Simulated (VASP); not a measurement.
Write the native input for VASP 6.6.1 that does the following.

```yaml
Task: single point
Functional: LDA
Potentials_or_basis: VASP PAW LDA potentials, release 64 (In_d, P)
Cutoff: 520 eV
k_mesh: 8 × 8 × 8
Occupations: fermi-dirac, width 0.05 eV
Spin: no spin polarisation
Dipole_correction: no
Further_INCAR_settings: ALGO = Normal; EDIFF = 1e-07; NBANDS = 16
```

The structure of InP lies in POSCAR:

```
InP
1.0
    0.0000000000      2.9499078504      2.9499078504
    2.9499078504      0.0000000000      2.9499078504
    2.9499078504      2.9499078504      0.0000000000
In P
1 1
Direct
    0.0000000000      0.0000000000      0.0000000000
    0.7500000000      0.7500000000      0.7500000000
```

This cell differs from its parent crystal: volume scaled by 1.02.

One way to write it, as run:

INCAR

```
ALGO = Normal ; EDIFF = 1E-7
ENCUT = 520 ; GGA = CA
ISIF = 2 ; ISMEAR = -1
LASPH = T ; LCHARG = F
LREAL = F ; LWAVE = F
NBANDS = 16 ; NELM = 100
PREC = Accurate ; SIGMA = 0.05
```

KPOINTS

```
k-points
0
Gamma
  8 8 8
```

Potentials or basis: VASP PAW LDA potentials, release 64 (In_d, P).

Command:

```console
$ cat potpaw_LDA.64/In_d/POTCAR potpaw_LDA.64/P/POTCAR > POTCAR
$ mpirun -np 1 vasp_std > vasp.out
```

It gave:

```yaml
Pressure: -2.4 GPa
Band_gap_on_the_k_mesh: 0.40 eV, direct
```

Caveat: spin-orbit coupling is left out, which moves the levels of the heavy elements.

Run time: 34 s on 1 thread of Intel Xeon 8259CL (shared host), peak memory 0.16 GiB.
